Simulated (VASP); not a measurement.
CdSe, 2 atoms in the cell. It takes space group Fm-3m (No. 225, cubic). The conventional cell has a = 5.508 Å, b = 5.508 Å, c = 5.508 Å, α = 90.00°, β = 90.00°, γ = 90.00°. Within 3.6 Å of Cd (site symmetry m-3m) lie 6 Se at 2.75 Å. Within 3.6 Å of Se (site symmetry m-3m) lie 6 Cd at 2.75 Å. 

* Program: VASP 6.6.1
* Task: single point
* Functional: r2SCAN
* Potentials or basis: VASP PAW PBE potentials, release 64 (Cd, Se)
* Cutoff: 550 eV
* k mesh: 5 × 5 × 5
* Occupations: gaussian, width 0.01 eV
* Spin: no spin polarisation
* Dipole correction: no
* Further INCAR settings: ALGO = Normal; EDIFF = 1e-06; NBANDS = 16

Potentials or basis: VASP PAW PBE potentials, release 64 (Cd, Se).

Run with:

```bash
$ cat potpaw_PBE.64/Cd/POTCAR potpaw_PBE.64/Se/POTCAR > POTCAR
$ cp INCAR.step1 INCAR
$ mpirun -np 1 vasp_std > vasp.out
$ cp INCAR.step2 INCAR
$ mpirun -np 1 vasp_std > vasp.out
```

Hardware: 1 thread of Intel(R) Xeon(R) 6975P-C (Granite Rapids) (shared host).

How long does it take, and how much memory?

It took 22 s on 1 thread of Intel(R) Xeon(R) 6975P-C (Granite Rapids), on a shared host, peak memory 0.17 GiB. Counts: k points 10.
